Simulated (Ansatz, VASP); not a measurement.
**One calculation of Mg2Si3, two programs**

```xyz
10
Lattice="5.9408 -1.9196 0.0292 5.9408 1.9196 0.0292 -3.5356 0.0000 8.4576" Properties=species:S:1:pos:R:3 pbc="T T T"
Mg    4.2737    0.0000   -0.0121
Mg    4.0722    0.0000    8.5281
Mg    1.4709    0.0000    5.4966
Mg    6.8750    0.0000    3.0194
Si    5.0570    0.0000    5.0712
Si    3.2889    0.0000    3.4448
Si   -1.1989    0.0000    6.4857
Si    9.5449    0.0000    2.0303
Si    8.3662    0.0000    7.2931
Si   -0.0203    0.0000    1.2229
```

Alike in both runs: functional PBE; k mesh 10 × 10 × 6; occupations gaussian, width 0.1 eV; no spin polarisation.

Ansatz relaxed the structure, and its values are those at the end. VASP's run is a single point on that final structure, the one shown.

|  | VASP | Ansatz |
| --- | --- | --- |
| version | VASP 6.6.1 | Ansatz 0.2.0 |
| potentials or method | VASP PAW PBE potentials, release 64 (Mg, Si), cutoff 520 eV | scalar-relativistic, plane waves, PAW |
| valence electrons in the cell | 32 | 64 |

```tsv
	VASP	Ansatz	Ansatz less VASP
gap on the k mesh at the Fermi level (eV)	none	none	-
pressure (GPa)	-0.1	0.0	+0.13
```

A gap of «none» marks a metal or a gap that the smearing closes. VASP's potentials hold 32 valence electrons a cell and Ansatz's 64, so a difference there can come from the potentials and not from the codes.
